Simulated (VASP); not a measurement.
Runs of VASP 6.6.1 on MgO. The structure is that of space group Fm-3m (No. 225), or close to it. The cells are those of the table. 

| cell | gap on the mesh (eV) | pressure (GPa) |
| --- | --- | --- |
| a = 3.000 Å, angles 60.0°, 2 atoms | (a) | (b) |
| a = 3.029 Å, angles 60.0°, 2 atoms | 5.91 | -9.0 |
| a = 2.910 Å, angles 60.0°, 2 atoms | 7.21 | 11.6 |
| a = 2.941 Å, angles 60.0°, 2 atoms | 6.85 | (c) |

Alike in all rows: task single point; level HSE06; potentials or basis VASP PAW PBE potentials, release 64 (Mg, O); no spin polarisation; k mesh 6 × 6 × 6; cutoff (eV) 520; smearing gaussian 0.02 eV.

Problem. Estimate the missing entries.

Solution. (a) 6.21; (b) -5.0; (c) 5.2.

Caveats: all runs use coarse meshes; the PAW data sets were made with another functional, which shifts forces and pressure a little.

